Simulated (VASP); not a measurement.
# MgO (series) (Fm-3m) in VASP: a series of runs, part 2 of 2

VASP 6.6.1.

## 4. Single point, PBE

Input file INCAR:

```
  PREC = Accurate
  ENCUT = 600
  EDIFF = 1E-6
  ISMEAR = 0
  SIGMA = 0.1
  LREAL = False
  LASPH = True
  NELM = 120
  ALGO = Normal
  ISIF = 2
  LWAVE = False
  LCHARG = False
  GGA = PE
  NBANDS = 11
  GGA_COMPAT = False
```

Input file KPOINTS:

```
regular mesh
0
Gamma
  8 8 8
```

Input file POSCAR:

```
MgO
1.0
    0.0000000000      2.1050000000      2.1050000000
    2.1050000000      0.0000000000      2.1050000000
    2.1050000000      2.1050000000      0.0000000000
Mg O
1 1
Direct
    0.0000000000      0.0000000000      0.0000000000
    0.5000000000      0.5000000000      0.5000000000
```

Potentials or basis: VASP PAW PBE potentials, release 64 (Mg, O).

Launch:

```console
cat potpaw_PBE.64/Mg/POTCAR potpaw_PBE.64/O/POTCAR > POTCAR
mpirun -np 1 vasp_std > vasp.out
```

OUTCAR:

```text
PREC = Accurate
   ENCUT = 600
   EDIFF = 1E-6
   ISMEAR = 0
   LREAL = False
   LASPH = True
   NELM = 120
   ISIF = 2
   GGA = PE

 ion  position               nearest neighbor table
   1  0.000  0.000  0.000-   2 2.10   2 2.10   2 2.10   2 2.10   2 2.10   2 2.10
   2  0.500  0.500  0.500-   1 2.10   1 2.10   1 2.10   1 2.10   1 2.10   1 2.10

  LATTYP: Found a face centered cubic cell.
 ALAT       =     4.2100000000

  Lattice vectors:

 A1 = (   0.0000000000,   2.1050000000,   2.1050000000)
 A2 = (   2.1050000000,   0.0000000000,   2.1050000000)
 A3 = (   2.1050000000,   2.1050000000,   0.0000000000)

Analysis of symmetry for initial positions (statically):
=====================================================================
 Subroutine PRICEL returns:
 Original cell was already a primitive cell.

 Routine SETGRP: Setting up the symmetry group for a
 face centered cubic supercell.

 Subroutine GETGRP returns: Found 48 space group operations
 (whereof 48 operations were pure point group operations)
 out of a pool of 48 trial point group operations.

The static configuration has the point symmetry O_h .

Analysis of symmetry for dynamics (positions and initial velocities):
=====================================================================
 Subroutine PRICEL returns:
 Original cell was already a primitive cell.

 Routine SETGRP: Setting up the symmetry group for a
 face centered cubic supercell.

 Subroutine GETGRP returns: Found 48 space group operations
 (whereof 48 operations were pure point group operations)
 out of a pool of 48 trial point group operations.

The dynamic configuration has the point symmetry O_h .

 Subroutine INISYM returns: Found 48 space group operations
 (whereof 48 operations are pure point group operations),
 and found     1 'primitive' translations

----------------------------------------------------------------------------------------

                                     Primitive cell

  volume of cell :      18.6546
[... 111 lines left out ...]
  Fermi-wavevector in a.u.,A,eV,Ry     =   1.234552  2.332965 20.736894  1.524119
  Thomas-Fermi vector in A             =   2.369237
   LORBIT       =      0    0 simple, 1 ext, 2 COOP (PROOUT), +10 PAW based schemes
   GGA     = PE    functional components
   LHFCALC =     F    Hartree Fock is set to
   AEXX    =    0.0000 exact exchange contribution
   IVDW    =     0    specifies the selected vdW correction
   LEPSILON=     F    determine dielectric tensor
   LRPA    =     F    only Hartree local field effects (RPA)
 non-spin polarized calculation
 Gauss-broadening in eV      SIGMA  =   0.10
  energy-cutoff  :      600.00
  volume of cell :       18.65
 maximum number of plane-waves:       636
   NGX = 11   NGY = 11   NGZ = 11

 number of electron       8.0000005 magnetization

 Free energy of the ion-electron system (eV)
  ---------------------------------------------------
  ext. energy  EPLUGINS =         0.00000000
  ---------------------------------------------------
  free energy    TOTEN  =       -11.90826344 eV

  energy without entropy =      -11.90826344  energy(sigma->0) =      -11.90826344

 E-fermi :   3.7026     XC(G=0): -11.0852

 val. band max:        3.1960403628   @ k =   0.0000   0.0000   0.0000
 cond. band min:       7.9380777457   @ k =   0.0000   0.0000   0.0000
 fundamental gap:      4.7420373829
 Fermi energy:         3.7025988181

 k-point     1 :       0.0000    0.0000    0.0000
  band No.  band energies     occupation
      1     -14.0740      2.00000
      2       3.1960      2.00000
      3       3.1960      2.00000
      4       3.1960      2.00000
      5       7.9381      0.00000
      6      19.0066      0.00000
      7      19.0066      0.00000
      8      19.0066      0.00000
      9      22.9260      0.00000
     10      24.7032      0.00000
     11      24.7032      0.00000
[... 309 lines left out ...]
 k-point    24 :      -0.3750    0.2500    0.1250
  band No.  band energies     occupation
      1     -12.6359      2.00000
      2      -0.8089      2.00000
      3       1.2590      2.00000
      4       2.2080      2.00000
      5      12.8800      0.00000
      6      15.4097      0.00000
      7      16.7042      0.00000
      8      20.1138      0.00000
      9      23.7417      0.00000
     10      25.2950      0.00000
     11      29.3822      0.00000

 [... further k-points ...]
[... 5 lines left out ...]
  --------------------------------------------------------------------------------------
  -------------------------------------------------------------------------------------
  Total        0.4589463      0.4589463      0.4589463     -0.0000000     -0.0000000      0.0000000
  in kB       39.4172363     39.4172363     39.4172363     -0.0000000     -0.0000000      0.0000000
  external PRESSURE =      39.4172363 kB  Pullay stress =       0.0000000 kB

 VOLUME and BASIS-vectors are now :
 -----------------------------------------------------------------------------
  energy-cutoff  :      600.00
  volume of cell :       18.65
      direct lattice vectors                 reciprocal lattice vectors
     0.000000000  2.105000000  2.105000000    -0.237529691  0.237529691  0.237529691
     2.105000000  0.000000000  2.105000000     0.237529691 -0.237529691  0.237529691
     2.105000000  2.105000000  0.000000000     0.237529691  0.237529691 -0.237529691

 POSITION                                       TOTAL-FORCE (eV/Angst)
 -----------------------------------------------------------------------------------
      0.00000      0.00000      0.00000        -0.000000      0.000000      0.000000
      2.10500      2.10500      2.10500         0.000000     -0.000000      0.000000
 -----------------------------------------------------------------------------------
    total drift:                               -0.000000     -0.000000      0.000000

  FREE ENERGIE OF THE ION-ELECTRON SYSTEM (eV)
  ---------------------------------------------------
  free  energy   TOTEN  =       -11.9082634409 eV

  energy  without entropy=      -11.9082634409  energy(sigma->0) =      -11.90826344
```

OSZICAR:

```text
N       E                     dE             d eps       ncg     rms          rms(c)
DAV:   1     0.214162385405E+02    0.21416E+02   -0.49224E+03   702   0.725E+02
DAV:   2    -0.127267070047E+02   -0.34143E+02   -0.33363E+02   736   0.154E+02
DAV:   3    -0.134651465959E+02   -0.73844E+00   -0.73783E+00   766   0.206E+01
DAV:   4    -0.134668657638E+02   -0.17192E-02   -0.17191E-02   692   0.113E+00
DAV:   5    -0.134668713019E+02   -0.55381E-05   -0.55381E-05   758   0.637E-02    0.721E+00
DAV:   6    -0.119259410218E+02    0.15409E+01   -0.87604E+00   668   0.163E+01    0.222E+00
DAV:   7    -0.119140357459E+02    0.11905E-01   -0.53416E-02   695   0.212E+00    0.134E+00
DAV:   8    -0.119086358565E+02    0.53999E-02   -0.27939E-02   671   0.190E+00    0.237E-01
DAV:   9    -0.119082742928E+02    0.36156E-03   -0.53272E-04   725   0.163E-01    0.135E-01
DAV:  10    -0.119082616119E+02    0.12681E-04   -0.49134E-04   704   0.168E-01    0.843E-03
DAV:  11    -0.119082635211E+02   -0.19091E-05   -0.24541E-06   725   0.134E-02    0.557E-03
DAV:  12    -0.119082634409E+02    0.80216E-07   -0.60209E-07   382   0.617E-03
   1 F= -.11908263E+02 E0= -.11908263E+02  d E =-.237263E-14
```

stdout:

```text
POSCAR found type information on POSCAR MgO
 POSCAR found :  2 types and       2 ions
 scaLAPACK will be used
 LDA part: xc-table for (Slater+PW92), standard interpolation
 POSCAR, INCAR and KPOINTS ok, starting setup
 FFT: planning ... GRIDC
 FFT: planning ... GRID_SOFT
 FFT: planning ... GRID
 WAVECAR not read
 entering main loop
```

It took 18 s on 1 thread of AMD EPYC 7R13, shared host; peak memory 0.11 GiB.

Results:

- Free energy: -11.9083 eV
- Pressure: 3.9 GPa
- Band gap on the k mesh: 4.74 eV, direct

A hybrid or GW would open this gap; PBE tends to underestimate it.

## 5. Overview

```tsv
k mesh	smearing	gap on the mesh (eV)	pressure (GPa)
4 × 4 × 4	gaussian 0.02 eV	4.73	4.0
6 × 6 × 6	gaussian 0.02 eV	4.74	3.9
8 × 8 × 8	gaussian 0.1 eV	4.74	3.9
```

Alike in all rows: task single point; level PBE; potentials or basis VASP PAW PBE potentials, release 64 (Mg, O); no spin polarisation; cell as given; cutoff (eV) 600.

Caveats: some runs use coarse meshes.

Total energies depend on the potentials used, so only differences within one code and one set of settings carry meaning.
